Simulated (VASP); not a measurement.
# Be in VASP: a series of runs, part 2 of 4

VASP 6.6.1. Earlier steps stand in the parts before.

## 3. Electric field gradients, PBEsol (equal xy, yz and zx shear strains of -3 %)

The input, INCAR:

```
SYSTEM = Be
PREC = Accurate
ENCUT = 520
EDIFF = 1E-8
ISMEAR = -1
SIGMA = 0.03
LREAL = .FALSE.
LASPH = .TRUE.
NELM = 100
ALGO = Normal
ISIF = 2
LWAVE = .FALSE.
LCHARG = .FALSE.
GGA = PS
LEFG = .TRUE.
NBANDS = 7
```

The input, KPOINTS:

```
Automatic mesh
0
G
  23 23 23
  0 0 0
```

The input, POSCAR:

```
Be
1.0
   -1.2907145798      1.2531209513      1.2531209513
    1.2531209513     -1.2907145798      1.2531209513
    1.2531209513      1.2531209513     -1.2907145798
Be
1
Direct
    0.0000000000      0.0000000000      0.0000000000
```

Potentials or basis: VASP PAW PBE potentials, release 64 (Be).

On the command line:

```console
$ cat potpaw_PBE.64/Be/POTCAR > POTCAR
$ mpirun -np 1 vasp_std > vasp.out
```

OUTCAR:

```text
SYSTEM = Be
   PREC = Accurate
   ENCUT = 520
   EDIFF = 1E-8
   ISMEAR = -1
   LREAL = .FALSE.
   LASPH = .TRUE.
   NELM = 100
   ISIF = 2
   GGA = PS

 ion  position               nearest neighbor table
   1  0.000  0.000  0.000-

  LATTYP: Found a trigonal (rhomboedric) cell.
 ALAT       =     2.1923887346
 COS(alpha) =    -0.3463033748

  Lattice vectors:

 A1 = (  -1.2907145798,   1.2531209513,   1.2531209513)
 A2 = (   1.2531209513,  -1.2907145798,   1.2531209513)
 A3 = (   1.2531209513,   1.2531209513,  -1.2907145798)

Analysis of symmetry for initial positions (statically):
=====================================================================
 Subroutine PRICEL returns:
 Original cell was already a primitive cell.

 Routine SETGRP: Setting up the symmetry group for a
 trigonal (rhombohedral) supercell.

 Subroutine GETGRP returns: Found 12 space group operations
 (whereof 12 operations were pure point group operations)
 out of a pool of 12 trial point group operations.

The static configuration has the point symmetry D_3d.

Analysis of symmetry for dynamics (positions and initial velocities):
=====================================================================
 Subroutine PRICEL returns:
 Original cell was already a primitive cell.

 Routine SETGRP: Setting up the symmetry group for a
 trigonal (rhombohedral) supercell.

 Subroutine GETGRP returns: Found 12 space group operations
 (whereof 12 operations were pure point group operations)
 out of a pool of 12 trial point group operations.

The dynamic configuration has the point symmetry D_3d.

 Subroutine INISYM returns: Found 12 space group operations
 (whereof 12 operations are pure point group operations),
 and found     1 'primitive' translations

----------------------------------------------------------------------------------------

                                     Primitive cell

  volume of cell :       7.8658

  direct lattice vectors                    reciprocal lattice vectors
    -1.290714580  1.253120951  1.253120951     0.012157954  0.405265129  0.405265129
     1.253120951 -1.290714580  1.253120951     0.405265129  0.012157954  0.405265129
     1.253120951  1.253120951 -1.290714580     0.405265129  0.405265129  0.012157954

  length of vectors
     2.192388735  2.192388735  2.192388735     0.573260382  0.573260382  0.573260382

  position of ions in fractional coordinates (direct lattice)
     0.000000000  0.000000000  0.000000000

  ion indices of the primitive-cell ions
   primitive index   ion index
                 1           1

----------------------------------------------------------------------------------------

 KPOINTS: Automatic mesh

Automatic generation of k-mesh.
 Grid dimensions read from file:
 generate k-points for:   23   23   23

 Generating k-lattice:

[... 64 lines left out ...]
   NSW    =      0    number of steps for IOM
   IBRION =     -1    ionic relax: 0-MD 1-quasi-New 2-CG
   NFREE  =      0    steps in history (QN), initial steepest desc. (CG)
   ISIF   =      2    stress and relaxation
   ISYM   =      2    0-nonsym 1-usesym 2-fastsym
   POTIM  = 0.5000    time-step for ionic-motion
   TEBEG  =    0.0;   TEEND  =   0.0 temperature during run
   PSTRESS=    0.0 pullay stress
   NELECT =       2.0000    total number of electrons
   NUPDOWN=      -1.0000    fix difference up-down
   EMIN   =  10.00;   EMAX   =-10.00  energy-range for DOS
   EFERMI =   0.00;   METHOD = LEGACY
   ISMEAR =    -1;   SIGMA  =   0.03  broadening in eV -4-tet -1-fermi 0-gaus
   EFERMI_NEDOS =   21; number of points for ismear=-14 and -15
   IALGO  =     38    algorithm
   IMIX   =      4    mixing-type and parameters
     AMIX     =   0.40;   BMIX     =  1.00
     AMIX_MAG =   1.60;   BMIX_MAG =  1.00
  volume/ion in A,a.u.               =       7.87        53.08
  Fermi-wavevector in a.u.,A,eV,Ry     =   1.037140  1.959910 14.635224  1.075659
  Thomas-Fermi vector in A             =   2.171563
   LORBIT       =      0    0 simple, 1 ext, 2 COOP (PROOUT), +10 PAW based schemes
   GGA     = PS    functional components
   LHFCALC =     F    Hartree Fock is set to
   AEXX    =    0.0000 exact exchange contribution
   IVDW    =     0    specifies the selected vdW correction
   LEPSILON=     F    determine dielectric tensor
   LRPA    =     F    only Hartree local field effects (RPA)
 non-spin polarized calculation
  energy-cutoff  :      520.00
  volume of cell :        7.87
 maximum number of plane-waves:       230
   NGX =  9   NGY =  9   NGZ =  9

 number of electron       2.0000000 magnetization

 Free energy of the ion-electron system (eV)
  ---------------------------------------------------
  ext. energy  EPLUGINS =         0.00000000
  ---------------------------------------------------
  free energy    TOTEN  =        -3.88441016 eV

  energy without entropy =       -3.88376395  energy(sigma->0) =       -3.88408706

 E-fermi :   7.9173     XC(G=0): -10.6299

 val. band max:        7.9166184809   @ k =   0.3043   0.2609   0.2609
 cond. band min:       7.9207277309   @ k =   0.4783   0.4348   0.3913
 fundamental gap:      0.0041092500
 Fermi energy:         7.9173444327

 k-point     1 :       0.0000    0.0000    0.0000
  band No.  band energies     occupation
      1      -4.3135      2.00000
      2      26.7426      0.00000
      3      26.7426      0.00000
      4      28.2057      0.00000
      5      38.1975      0.00000
      6      38.1975      0.00000
      7      38.2292      0.00000
[... 221 lines left out ...]
 k-point    24 :      -0.4783    0.0435   -0.0000
  band No.  band energies     occupation
      1       2.5366      2.00000
      2       9.3144      0.00000
      3      19.6637      0.00000
      4      22.5936      0.00000
      5      29.0270      0.00000
      6      33.8092      0.00000
      7      42.9567      0.00000

 [... further k-points ...]

------------------------ aborting loop because EDIFF is reached ----------------------------------------

  FORCE on cell =-STRESS in cart. coord.  units (eV):
  Direction    XX          YY          ZZ          XY          YZ          ZX
  --------------------------------------------------------------------------------------
  -------------------------------------------------------------------------------------
  Total       -0.0533441     -0.0533441     -0.0533441      0.3226469      0.3226469      0.3226469
  in kB      -10.8656128    -10.8656128    -10.8656128     65.7196631     65.7196631     65.7196631
  external PRESSURE =     -10.8656128 kB  Pullay stress =       0.0000000 kB

 VOLUME and BASIS-vectors are now :
 -----------------------------------------------------------------------------
  energy-cutoff  :      520.00
  volume of cell :        7.87
      direct lattice vectors                 reciprocal lattice vectors
    -1.290714580  1.253120951  1.253120951     0.012157954  0.405265129  0.405265129
     1.253120951 -1.290714580  1.253120951     0.405265129  0.012157954  0.405265129
     1.253120951  1.253120951 -1.290714580     0.405265129  0.405265129  0.012157954

 POSITION                                       TOTAL-FORCE (eV/Angst)
 -----------------------------------------------------------------------------------
      0.00000      0.00000      0.00000        -0.000000     -0.000000      0.000000
 -----------------------------------------------------------------------------------
    total drift:                                0.000000      0.000000      0.000000

  FREE ENERGIE OF THE ION-ELECTRON SYSTEM (eV)
  ---------------------------------------------------
  free  energy   TOTEN  =        -3.8844101606 eV

  energy  without entropy=       -3.8837639541  energy(sigma->0) =       -3.88408706

 Electric field gradients (V/A^2)
---------------------------------------------------------------------
 ion       V_xx      V_yy      V_zz      V_xy      V_xz      V_yz
---------------------------------------------------------------------
   1      -0.000    -0.000    -0.000    -0.446    -0.446    -0.446
---------------------------------------------------------------------

 Electric field gradients after diagonalization (V/A^2)
 (convention: |V_zz| > |V_xx| > |V_yy|)
----------------------------------------------------------------------
 ion       V_xx      V_yy      V_zz     asymmetry (V_yy - V_xx)/ V_zz
----------------------------------------------------------------------
   1       0.446     0.446    -0.892       0.000
----------------------------------------------------------------------

           NMR quadrupolar parameters

 Cq : quadrupolar parameter    Cq=e*Q*V_zz/h
 eta: asymmetry parameters     (V_yy - V_xx)/ V_zz
 Q  : nuclear electric quadrupole moment in mb (millibarn)
----------------------------------------------------------------------
 ion       Cq(MHz)       eta       Q (mb)
----------------------------------------------------------------------
   1      -0.002       0.000       1.000
----------------------------------------------------------------------
```

It took 24 s on 1 thread of Intel Xeon Platinum 8259CL at 2.50GHz (Skylake/Cascade Lake), shared host; peak memory 0.16 GiB.

What came out:

| Property | Result |
| --- | --- |
| Free energy | -3.8844 eV |
| Pressure | -1.1 GPa |
| Band gap on the k mesh | zero (bands 1 and 2 overlap by 5.22 eV) |
| Largest electric field gradient by atom | Be -0.9 V/Å² |

Levels at points of the mesh, in eV from the Fermi level:
```csv
k point,band 1,band 2,band 3,band 4,band 5,band 6
"(0.00, 0.00, 0.00)",-12.23,18.83,18.83,20.29,30.28,30.28
```

Electric field gradients, principal values (V/Å²):
| atom | least | middle | greatest (by size) |
| --- | --- | --- | --- |
| 1 Be | 0.446 | 0.446 | -0.892 |

Caveat: the cell differs from its parent crystal (equal xy, yz and zx shear strains of -3 %); without QUAD_EFG the Cq values of the log hold for a quadrupole moment of 1 mb, not for the nuclei; the PAW data sets were made with another functional, which shifts forces and pressure a little.

## 4. Electric field gradients, PBEsol (equal xy, yz and zx shear strains of -3 %)

The input, INCAR:

```
PREC = Accurate
ENCUT = 520
EDIFF = 1E-8
ISMEAR = -1
SIGMA = 0.03
LREAL = False
LASPH = True
NELM = 80
ALGO = Normal
ISIF = 2
LWAVE = False
LCHARG = False
GGA = PS
LEFG = True
NBANDS = 7
```

The input, KPOINTS:

```
Automatic mesh
0
Gamma
  23 23 23
```

POSCAR is that of step 3.

Potentials or basis: VASP PAW PBE potentials, release 64 (Be).

On the command line:

```console
$ cat potpaw_PBE.64/Be/POTCAR > POTCAR
$ mpirun -np 1 vasp_std > vasp.out
```

OUTCAR:

```text
PREC = Accurate
   ENCUT = 520
   EDIFF = 1E-8
   ISMEAR = -1
   LREAL = False
   LASPH = True
   NELM = 80
   ISIF = 2
   GGA = PS

 ion  position               nearest neighbor table
   1  0.000  0.000  0.000-

  LATTYP: Found a trigonal (rhomboedric) cell.
 ALAT       =     2.1923887346
 COS(alpha) =    -0.3463033748

  Lattice vectors:

 A1 = (  -1.2907145798,   1.2531209513,   1.2531209513)
 A2 = (   1.2531209513,  -1.2907145798,   1.2531209513)
 A3 = (   1.2531209513,   1.2531209513,  -1.2907145798)

Analysis of symmetry for initial positions (statically):
=====================================================================
 Subroutine PRICEL returns:
 Original cell was already a primitive cell.

 Routine SETGRP: Setting up the symmetry group for a
 trigonal (rhombohedral) supercell.

 Subroutine GETGRP returns: Found 12 space group operations
 (whereof 12 operations were pure point group operations)
 out of a pool of 12 trial point group operations.

The static configuration has the point symmetry D_3d.

Analysis of symmetry for dynamics (positions and initial velocities):
=====================================================================
 Subroutine PRICEL returns:
 Original cell was already a primitive cell.

 Routine SETGRP: Setting up the symmetry group for a
 trigonal (rhombohedral) supercell.

 Subroutine GETGRP returns: Found 12 space group operations
 (whereof 12 operations were pure point group operations)
 out of a pool of 12 trial point group operations.

The dynamic configuration has the point symmetry D_3d.

[... 151 lines left out ...]
  band No.  band energies     occupation
      1      -4.3135      2.00000
      2      26.7426      0.00000
      3      26.7426      0.00000
      4      28.2057      0.00000
      5      38.1975      0.00000
      6      38.1975      0.00000
      7      38.2292      0.00000
[... 221 lines left out ...]
 k-point    24 :      -0.4783    0.0435   -0.0000
  band No.  band energies     occupation
      1       2.5366      2.00000
      2       9.3144      0.00000
      3      19.6637      0.00000
      4      22.5936      0.00000
      5      29.0270      0.00000
      6      33.8092      0.00000
      7      42.9567      0.00000

 [... further k-points ...]

------------------------ aborting loop because EDIFF is reached ----------------------------------------

  FORCE on cell =-STRESS in cart. coord.  units (eV):
  Direction    XX          YY          ZZ          XY          YZ          ZX
  --------------------------------------------------------------------------------------
  -------------------------------------------------------------------------------------
  Total       -0.0533441     -0.0533441     -0.0533441      0.3226469      0.3226469      0.3226469
  in kB      -10.8656128    -10.8656128    -10.8656128     65.7196631     65.7196631     65.7196631
  external PRESSURE =     -10.8656128 kB  Pullay stress =       0.0000000 kB

 VOLUME and BASIS-vectors are now :
 -----------------------------------------------------------------------------
  energy-cutoff  :      520.00
  volume of cell :        7.87
      direct lattice vectors                 reciprocal lattice vectors
    -1.290714580  1.253120951  1.253120951     0.012157954  0.405265129  0.405265129
     1.253120951 -1.290714580  1.253120951     0.405265129  0.012157954  0.405265129
     1.253120951  1.253120951 -1.290714580     0.405265129  0.405265129  0.012157954

 POSITION                                       TOTAL-FORCE (eV/Angst)
 -----------------------------------------------------------------------------------
      0.00000      0.00000      0.00000        -0.000000     -0.000000      0.000000
 -----------------------------------------------------------------------------------
    total drift:                                0.000000      0.000000      0.000000

  FREE ENERGIE OF THE ION-ELECTRON SYSTEM (eV)
  ---------------------------------------------------
  free  energy   TOTEN  =        -3.8844101606 eV

  energy  without entropy=       -3.8837639541  energy(sigma->0) =       -3.88408706

 Electric field gradients (V/A^2)
---------------------------------------------------------------------
 ion       V_xx      V_yy      V_zz      V_xy      V_xz      V_yz
---------------------------------------------------------------------
   1      -0.000    -0.000    -0.000    -0.446    -0.446    -0.446
---------------------------------------------------------------------

 Electric field gradients after diagonalization (V/A^2)
 (convention: |V_zz| > |V_xx| > |V_yy|)
----------------------------------------------------------------------
 ion       V_xx      V_yy      V_zz     asymmetry (V_yy - V_xx)/ V_zz
----------------------------------------------------------------------
   1       0.446     0.446    -0.892       0.000
----------------------------------------------------------------------

           NMR quadrupolar parameters

 Cq : quadrupolar parameter    Cq=e*Q*V_zz/h
 eta: asymmetry parameters     (V_yy - V_xx)/ V_zz
 Q  : nuclear electric quadrupole moment in mb (millibarn)
----------------------------------------------------------------------
 ion       Cq(MHz)       eta       Q (mb)
----------------------------------------------------------------------
   1      -0.002       0.000       1.000
----------------------------------------------------------------------
```

stdout:

```text
POSCAR found type information on POSCAR Be
 POSCAR found :  1 types and       1 ions
 scaLAPACK will be used
 -----------------------------------------------------------------------------
|                                                                             |
|                                                                             |
|     You enforced a specific xc type in the INCAR file but a different       |
|     I HOPE YOU KNOW WHAT YOU ARE DOING!                                     |
|                                                                             |
 -----------------------------------------------------------------------------

 LDA part: xc-table for (Slater+PW92), standard interpolation
 POSCAR, INCAR and KPOINTS ok, starting setup
 FFT: planning ... GRIDC
 FFT: planning ... GRID_SOFT
 FFT: planning ... GRID
 WAVECAR not read
 entering main loop
ion   1
```

Run time: 22 s. Hardware: 1 thread of Intel Xeon Platinum 8259CL at 2.50GHz (Skylake/Cascade Lake), shared host; peak memory 0.16 GiB.

Results:

| Item | Value |
| --- | --- |
| Free energy | -3.8844 eV |
| Pressure | -1.1 GPa |
| Band gap on the k mesh | zero (bands 1 and 2 overlap by 5.22 eV) |
| Largest electric field gradient by atom | Be -0.9 V/Å² |

Stress tensor (GPa, compression positive):
```
-1.09  6.57  6.57
 6.57 -1.09  6.57
 6.57  6.57 -1.09
```

Levels at points of the mesh, in eV from the Fermi level:
| k point | band 1 | band 2 | band 3 | band 4 | band 5 |
| --- | --- | --- | --- | --- | --- |
| (0.00, 0.00, 0.00) | -12.23 | 18.83 | 18.83 | 20.29 | 30.28 |

Electric field gradients, principal values (V/Å²):
| atom | least | middle | greatest (by size) |
| --- | --- | --- | --- |
| 1 Be | 0.446 | 0.446 | -0.892 |

Caveat: the cell differs from its parent crystal (equal xy, yz and zx shear strains of -3 %); without QUAD_EFG the Cq values of the log hold for a quadrupole moment of 1 mb, not for the nuclei; the PAW data sets were made with another functional, which shifts forces and pressure a little.

[end of part 2 of 4]
